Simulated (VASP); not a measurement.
# Si3NiMo (Pm-3m) in VASP: notebook

The runs below take Si3NiMo through relaxation of cell and atoms, single point, with PBE.

Program: VASP 6.6.1. These are calculated values, not measurements. Logs are shortened: lines on timing, memory, paths and dates and some standing lists are left out, and cuts for length are marked.

### Step 1. The cell of the first run

The structure is cubic, space group Pm-3m (No. 221). Conventional cell: a = 4.112 Å, b = 4.112 Å, c = 4.112 Å, α = 90.00°, β = 90.00°, γ = 90.00°. Si (site symmetry 4/mmm) has 2 Ni at 2.06 Å within 2.7 Å. Within 2.7 Å of Ni (site symmetry m-3m) lie 6 Si at 2.06 Å. Within 3.8 Å of Mo (site symmetry m-3m) lie 12 Si at 2.91 Å and 8 Ni at 3.56 Å.

### Step 2. Relaxation of cell and atoms, PBE, collinear spin, ferromagnetic start

INCAR reads:

```
SYSTEM = Si3NiMo
PREC     = Accurate       ! precision mode
ENCUT    = 600            ! plane-wave cutoff, eV
EDIFF    = 1E-6           ! SCF threshold, eV
ISMEAR   = 0              ! smearing method
SIGMA    = 0.1            ! smearing width, eV
LREAL    = .FALSE.        ! projectors in reciprocal space
LASPH    = .TRUE.         ! aspherical terms in the spheres
NELM     = 150            ! most SCF steps
ALGO     = Normal         ! electronic algorithm
ISIF     = 3              ! what is computed and relaxed
LWAVE    = .FALSE.        ! write WAVECAR
LCHARG   = .FALSE.        ! write CHGCAR
ISPIN    = 2              ! spin polarisation
MAGMOM   = 0 0 0 2 0      ! initial moments
LORBIT   = 11             ! projections on sites
LMAXMIX  = 4              ! l up to which the mixer works
GGA      = PE             ! functional
IBRION   = 2              ! ionic algorithm
NSW      = 90             ! ionic steps
EDIFFG   = -0.04          ! ionic threshold
```

KPOINTS reads:

```
regular mesh
0
G
  4 4 4
  0 0 0
```

POSCAR reads:

```
Si3NiMo
1.0
    4.1119170600      0.0000000000      0.0000000000
    0.0000000000      4.1119170600      0.0000000000
    0.0000000000      0.0000000000      4.1119170600
Si Ni Mo
3 1 1
Direct
    0.5000000000      0.0000000000      0.0000000000
    0.0000000000      0.5000000000      0.0000000000
    0.0000000000      0.0000000000      0.5000000000
    0.0000000000      0.0000000000      0.0000000000
    0.5000000000      0.5000000000      0.5000000000
```

Potentials or basis: VASP PAW PBE potentials, release 64 (Si, Ni, Mo_sv).

Command:

```
cat potpaw_PBE.64/Si/POTCAR potpaw_PBE.64/Ni/POTCAR potpaw_PBE.64/Mo_sv/POTCAR > POTCAR
mpirun -np 1 vasp_std > vasp.out
```

OUTCAR:

```text
SYSTEM = Si3NiMo
   PREC = Accurate
   ENCUT = 600
   EDIFF = 1E-6
   ISMEAR = 0
   LREAL = .FALSE.
   LASPH = .TRUE.
   NELM = 150
   ISIF = 3
   ISPIN = 2
   LORBIT = 11
   GGA = PE
   IBRION = 2
   NSW = 90
   EDIFFG = -0.04

 ion  position               nearest neighbor table
   1  0.500  0.000  0.000-   4 2.06   4 2.06   2 2.91   5 2.91   3 2.91   5 2.91   2 2.91   5 2.91
                             5 2.91   2 2.91   3 2.91   3 2.91   3 2.91   2 2.91
   2  0.000  0.500  0.000-   4 2.06   4 2.06   1 2.91   5 2.91   3 2.91   5 2.91   1 2.91   3 2.91
                             3 2.91   3 2.91   1 2.91   5 2.91   5 2.91   1 2.91
   3  0.000  0.000  0.500-   4 2.06   4 2.06   1 2.91   5 2.91   1 2.91   2 2.91   2 2.91   2 2.91
                             5 2.91   2 2.91   1 2.91   5 2.91   1 2.91   5 2.91
   4  0.000  0.000  0.000-   1 2.06   2 2.06   3 2.06   3 2.06   2 2.06   1 2.06
   5  0.500  0.500  0.500-   1 2.91   2 2.91   3 2.91   1 2.91   2 2.91   1 2.91   3 2.91   1 2.91
                             2 2.91   3 2.91   2 2.91   3 2.91

  LATTYP: Found a simple cubic cell.
 ALAT       =     4.1119170600

  Lattice vectors:

 A1 = (   4.1119170600,   0.0000000000,   0.0000000000)
 A2 = (   0.0000000000,   4.1119170600,   0.0000000000)
 A3 = (   0.0000000000,   0.0000000000,   4.1119170600)

Analysis of symmetry for initial positions (statically):
=====================================================================
 Subroutine PRICEL returns:
 Original cell was already a primitive cell.

 Routine SETGRP: Setting up the symmetry group for a
 simple cubic supercell.

 Subroutine GETGRP returns: Found 48 space group operations
 (whereof 48 operations were pure point group operations)
 out of a pool of 48 trial point group operations.

The static configuration has the point symmetry O_h .

Analysis of symmetry for dynamics (positions and initial velocities):
=====================================================================
 Subroutine PRICEL returns:
 Original cell was already a primitive cell.

 Routine SETGRP: Setting up the symmetry group for a
 simple cubic supercell.

 Subroutine GETGRP returns: Found 48 space group operations
 (whereof 48 operations were pure point group operations)
 out of a pool of 48 trial point group operations.

The dynamic configuration has the point symmetry O_h .

Analysis of structural, dynamic, and magnetic symmetry:
=====================================================================
 Subroutine PRICEL returns:
 Original cell was already a primitive cell.

 Routine SETGRP: Setting up the symmetry group for a
 simple cubic supercell.

 Subroutine GETGRP returns: Found 48 space group operations
 (whereof 48 operations were pure point group operations)
 out of a pool of 48 trial point group operations.

The overall configuration has the point symmetry O_h .

 Subroutine INISYM returns: Found 48 space group operations
 (whereof 48 operations are pure point group operations),
 and found     1 'primitive' translations

[... 98 lines left out ...]
   EMIN   =  10.00;   EMAX   =-10.00  energy-range for DOS
   EFERMI =   0.00;   METHOD = LEGACY
   ISMEAR =     0;   SIGMA  =   0.10  broadening in eV -4-tet -1-fermi 0-gaus
   EFERMI_NEDOS =   21; number of points for ismear=-14 and -15
   IALGO  =     38    algorithm
   IMIX   =      4    mixing-type and parameters
     AMIX     =   0.40;   BMIX     =  1.00
     AMIX_MAG =   1.60;   BMIX_MAG =  1.00
  volume/ion in A,a.u.               =      13.90        93.83
  Fermi-wavevector in a.u.,A,eV,Ry     =   1.314613  2.484259 23.513695  1.728208
  Thomas-Fermi vector in A             =   2.444854
   LORBIT       =     11    0 simple, 1 ext, 2 COOP (PROOUT), +10 PAW based schemes
   GGA     = PE    functional components
   LHFCALC =     F    Hartree Fock is set to
   AEXX    =    0.0000 exact exchange contribution
   IVDW    =     0    specifies the selected vdW correction
   LEPSILON=     F    determine dielectric tensor
   LRPA    =     F    only Hartree local field effects (RPA)
 conjugate gradient relaxation of ions
 spin polarized calculation
 Gauss-broadening in eV      SIGMA  =   0.10
  energy-cutoff  :      600.00
  volume of cell :       69.52
 maximum number of plane-waves:      2360
 NGX is ok and might be reduce to    36
   NGX = 17   NGY = 17   NGZ = 17

--------------------------------------- Ionic step        1  -------------------------------------------

 number of electron      36.0000008 magnetization       0.0004421

 number of electron      36.0000008 magnetization      -0.0028582

 Free energy of the ion-electron system (eV)
  ---------------------------------------------------
  ext. energy  EPLUGINS =         0.00000000
  ---------------------------------------------------
  free energy    TOTEN  =       -27.77710001 eV

  energy without entropy =      -27.73626129  energy(sigma->0) =      -27.75668065

 E-fermi :  10.9017     XC(G=0): -11.9089

 val. band max:       10.8963219873   @ k =   0.5000   0.5000   0.2500
 cond. band min:      10.9209603318   @ k =   0.5000   0.5000   0.0000
 fundamental gap:      0.0246383445
 Fermi energy:        10.9017142048

 spin component 1

 k-point     1 :       0.0000    0.0000    0.0000
  band No.  band energies     occupation
      1     -49.8582      1.00000
      2     -23.9739      1.00000
      3     -23.9739      1.00000
      4     -23.9739      1.00000
      5      -2.4558      1.00000
      6       3.1814      1.00000
[... 593 lines left out ...]
 number of electron      36.0000014 magnetization       0.0116260

 number of electron      36.0000014 magnetization      -0.0008343

 Free energy of the ion-electron system (eV)
  ---------------------------------------------------
  ext. energy  EPLUGINS =         0.00000000
  ---------------------------------------------------
  free energy    TOTEN  =       -28.33638422 eV

  energy without entropy =      -28.28770111  energy(sigma->0) =      -28.31204266

 E-fermi :   9.0411     XC(G=0): -11.2850

 val. band max:        9.0275775360   @ k =   0.5000   0.5000   0.0000
 cond. band min:       9.0733781159   @ k =   0.5000   0.5000   0.2500
 fundamental gap:      0.0458005799
 Fermi energy:         9.0410761771

 spin component 1

 k-point     1 :       0.0000    0.0000    0.0000
  band No.  band energies     occupation
      1     -51.8377      1.00000
      2     -25.9177      1.00000
      3     -25.9177      1.00000
      4     -25.9177      1.00000
      5      -3.2103      1.00000
      6       1.9670      1.00000
[... 544 lines left out ...]
  FREE ENERGIE OF THE ION-ELECTRON SYSTEM (eV)
  ---------------------------------------------------
  free  energy   TOTEN  =       -28.3363842154 eV

  energy  without entropy=      -28.2877011063  energy(sigma->0) =      -28.31204266

 reached required accuracy - stopping structural energy minimisation

 total charge

# of ion       s       p       d       tot
------------------------------------------
    1        0.810   0.761   0.000   1.570
    2        0.810   0.761   0.000   1.570
    3        0.810   0.761   0.000   1.570
    4        0.669   0.819   8.655  10.143
    5        2.247   6.022   3.896  12.166
--------------------------------------------------
tot          5.346   9.123  12.551  27.020

 magnetization (x)

# of ion       s       p       d       tot
------------------------------------------
    1       -0.000  -0.000   0.000  -0.000
    2       -0.000  -0.000   0.000  -0.000
    3       -0.000  -0.000   0.000  -0.000
    4       -0.000  -0.000   0.000  -0.000
    5       -0.000  -0.000  -0.001  -0.001
--------------------------------------------------
tot         -0.000  -0.000  -0.001  -0.001
```

OSZICAR:

```text
N       E                     dE             d eps       ncg     rms          rms(c)
DAV:   1     0.282915214829E+03    0.28292E+03   -0.20023E+04   992   0.179E+03
DAV:   2    -0.106334975293E+02   -0.29355E+03   -0.28727E+03   941   0.421E+02
[... 46 lines left out ...]
DAV:   8    -0.283397223547E+02   -0.10503E-02   -0.11935E-02  1288   0.152E+00    0.552E-01
DAV:   9    -0.283371236524E+02    0.25987E-02   -0.25930E-03  1195   0.274E-01    0.357E-01
DAV:  10    -0.283364549912E+02    0.66866E-03   -0.25193E-03  1319   0.501E-01    0.145E-01
DAV:  11    -0.283364000463E+02    0.54945E-04   -0.28506E-04  1198   0.137E-01    0.566E-02
DAV:  12    -0.283363858284E+02    0.14218E-04   -0.91555E-05  1233   0.495E-02    0.164E-02
DAV:  13    -0.283363845802E+02    0.12482E-05   -0.26897E-06   725   0.115E-02    0.721E-03
DAV:  14    -0.283363842154E+02    0.36484E-06   -0.27555E-07   467   0.716E-03
   3 F= -.28336384E+02 E0= -.28312043E+02  d E =-.559284E+00  mag=    -0.0003
```

CONTCAR:

```text
Si3NiMo
   1.00000000000000
     4.3000327335855868   -0.0000000000000000   -0.0000000000000000
     0.0000000000000000    4.3000327335855868   -0.0000000000000000
     0.0000000000000000    0.0000000000000000    4.3000327335855868
  Si              Ni              Mo
     3     1     1
Direct
     0.5000000000000000    0.0000000000000000    0.0000000000000000
     0.0000000000000000    0.5000000000000000    0.0000000000000000
     0.0000000000000000    0.0000000000000000    0.5000000000000000
     0.0000000000000000    0.0000000000000000    0.0000000000000000
     0.5000000000000000    0.5000000000000000    0.5000000000000000

  0.00000000E+00  0.00000000E+00  0.00000000E+00
  0.00000000E+00  0.00000000E+00  0.00000000E+00
  0.00000000E+00  0.00000000E+00  0.00000000E+00
  0.00000000E+00  0.00000000E+00  0.00000000E+00
  0.00000000E+00  0.00000000E+00  0.00000000E+00
```

Wall time 3.9 min (1 thread of Oxide Virtual Turin-like, shared host); peak memory 0.23 GiB.

What came out:

- Free energy: -28.3364 eV
- Relaxed volume: 15.90 Å³/atom
- Relaxed cell: a = 4.300 Å, b = 4.300 Å, c = 4.300 Å, α = 90.00°, β = 90.00°, γ = 90.00°
- Space group after relaxing (to 0.05 Å): Pm-3m (No. 221)
- Energy gained by relaxing: 111.9 meV/atom
- Ionic steps: 3
- Pressure after relaxing: -0.1 GPa
- Band gap on the k mesh: zero (filled and empty bands overlap)
- Net moment: 0.00 μB per cell
- Valence electrons inside the program's atomic spheres: Si 1.57; Ni 10.14; Mo 12.17

The path:
| step | energy change (eV) | largest force (eV/Å) | pressure (GPa) | volume (Å³) |
| --- | --- | --- | --- | --- |
| 1 | 0.0000 | 0.0000 | 20.40 | 69.52 |
| 2 | -0.2223 | 0.0000 | -10.28 | 88.90 |
| 3 | -0.5593 | 0.0000 | -0.14 | 79.51 |

Final structure:
```yaml
crystal:
  lattice:
    - [4.30003, 0.00000, 0.00000]
    - [0.00000, 4.30003, 0.00000]
    - [0.00000, 0.00000, 4.30003]
  atoms:
    - { symbol: Si, position: [0.50000, 0.00000, 0.00000] }
    - { symbol: Si, position: [0.00000, 0.50000, 0.00000] }
    - { symbol: Si, position: [0.00000, 0.00000, 0.50000] }
    - { symbol: Ni, position: [0.00000, 0.00000, 0.00000] }
    - { symbol: Mo, position: [0.50000, 0.50000, 0.50000] }
```

Caveat: the k points lie up to 0.37 Å⁻¹ apart in the final cell; the starting moments collapsed, and a magnetic state may lie lower.

### Step 3. Single point, PBE, collinear spin, ferromagnetic start

This run uses another cell than the first one, of 16.29 Å³/atom, 1.172 times its volume.

INCAR reads:

```
SYSTEM = Si3NiMo
  PREC = Accurate
  ENCUT = 520
  EDIFF = 1E-6
  ISMEAR = 0
  SIGMA = 0.1
  LREAL = .False.
  LASPH = .True.
  NELM = 150
  ALGO = Normal
  ISIF = 2
  LWAVE = .False.
  LCHARG = .True.
  ISPIN = 2
  MAGMOM = 0 0 0 0 2.59
  LORBIT = 11
  LMAXMIX = 4
  GGA = PE
  LELF = .True.
  LVHAR = .True.
  NBANDS = 30
```

KPOINTS reads:

```
regular mesh
0
Gamma
  10 10 10
  0 0 0
```

POSCAR: that of step 2 with these lines changed.

```diff
@@ -2,5 +2,5 @@
 1.0
-    4.1119170600      0.0000000000      0.0000000000
-    0.0000000000      4.1119170600      0.0000000000
-    0.0000000000      0.0000000000      4.1119170600
+    4.3348083093      0.0000000000      0.0000000000
+    0.0000000000      4.3348083093      0.0000000000
+    0.0000000000      0.0000000000      4.3348083093
 Si Ni Mo
```

Potentials or basis: VASP PAW PBE potentials, release 64 (Si, Ni, Mo_sv).

Command:

```
cat potpaw_PBE.64/Si/POTCAR potpaw_PBE.64/Ni/POTCAR potpaw_PBE.64/Mo_sv/POTCAR > POTCAR
mpirun -np 1 vasp_std > vasp.out
```

OUTCAR:

```text
SYSTEM = Si3NiMo
   PREC = Accurate
   ENCUT = 520
   EDIFF = 1E-6
   ISMEAR = 0
   LREAL = .False.
   LASPH = .True.
   NELM = 150
   ISIF = 2
   ISPIN = 2
   LORBIT = 11
   GGA = PE

 ion  position               nearest neighbor table
   1  0.500  0.000  0.000-   4 2.17   4 2.17   2 3.07   5 3.07   3 3.07   5 3.07   2 3.07   5 3.07
                             5 3.07   2 3.07   3 3.07   3 3.07   3 3.07   2 3.07
   2  0.000  0.500  0.000-   4 2.17   4 2.17   1 3.07   5 3.07   3 3.07   5 3.07   1 3.07   3 3.07
                             3 3.07   3 3.07   1 3.07   5 3.07   5 3.07   1 3.07
   3  0.000  0.000  0.500-   4 2.17   4 2.17   1 3.07   5 3.07   1 3.07   2 3.07   2 3.07   2 3.07
                             5 3.07   2 3.07   1 3.07   5 3.07   1 3.07   5 3.07
   4  0.000  0.000  0.000-   1 2.17   2 2.17   3 2.17   3 2.17   2 2.17   1 2.17
   5  0.500  0.500  0.500-   1 3.07   2 3.07   3 3.07   1 3.07   2 3.07   1 3.07   3 3.07   1 3.07
                             2 3.07   3 3.07   2 3.07   3 3.07

  LATTYP: Found a simple cubic cell.
 ALAT       =     4.3348083093

  Lattice vectors:

 A1 = (   4.3348083093,   0.0000000000,   0.0000000000)
 A2 = (   0.0000000000,   4.3348083093,   0.0000000000)
 A3 = (   0.0000000000,   0.0000000000,   4.3348083093)

Analysis of symmetry for initial positions (statically):
=====================================================================
 Subroutine PRICEL returns:
[... 1798 lines left out ...]
  external PRESSURE =      -0.0001975 kB  Pullay stress =       0.0000000 kB

 VOLUME and BASIS-vectors are now :
 -----------------------------------------------------------------------------
  energy-cutoff  :      520.00
  volume of cell :       81.45
      direct lattice vectors                 reciprocal lattice vectors
     4.334808309  0.000000000  0.000000000     0.230690708  0.000000000  0.000000000
     0.000000000  4.334808309  0.000000000     0.000000000  0.230690708  0.000000000
     0.000000000  0.000000000  4.334808309     0.000000000  0.000000000  0.230690708

 POSITION                                       TOTAL-FORCE (eV/Angst)
 -----------------------------------------------------------------------------------
      2.16740      0.00000      0.00000         0.000000      0.000000      0.000000
      0.00000      2.16740      0.00000         0.000000      0.000000      0.000000
      0.00000      0.00000      2.16740         0.000000      0.000000      0.000000
      0.00000      0.00000      0.00000         0.000000      0.000000      0.000000
      2.16740      2.16740      2.16740         0.000000      0.000000      0.000000
 -----------------------------------------------------------------------------------
    total drift:                                0.000000      0.000000     -0.000000

  FREE ENERGIE OF THE ION-ELECTRON SYSTEM (eV)
  ---------------------------------------------------
  free  energy   TOTEN  =       -28.5986138722 eV

  energy  without entropy=      -28.5792234129  energy(sigma->0) =      -28.58891864

 total charge

# of ion       s       p       d       tot
------------------------------------------
    1        0.823   0.748   0.000   1.570
    2        0.823   0.748   0.000   1.570
    3        0.823   0.748   0.000   1.570
    4        0.638   0.796   8.633  10.067
    5        2.249   6.021   3.888  12.158
--------------------------------------------------
tot          5.354   9.060  12.521  26.935

 magnetization (x)

# of ion       s       p       d       tot
------------------------------------------
    1        0.001  -0.017   0.000  -0.016
    2        0.001  -0.017   0.000  -0.016
    3        0.001  -0.017   0.000  -0.016
    4        0.015   0.043  -0.103  -0.044
    5        0.067   0.011   2.073   2.151
--------------------------------------------------
tot          0.086   0.004   1.970   2.060
```

Run time: 4.3 min. Hardware: 1 thread of Oxide Virtual Turin-like, shared host; peak memory 0.31 GiB.

Results:

| Quantity | Value |
| --- | --- |
| Free energy | -28.5986 eV |
| Pressure | 0.0 GPa |
| Net moment | 2.33 μB per cell |
| Site moments | Si -0.02; Ni -0.04; Mo +2.15 μB |
| Valence electrons inside the program's atomic spheres | Si 1.57; Ni 10.07; Mo 12.16 |
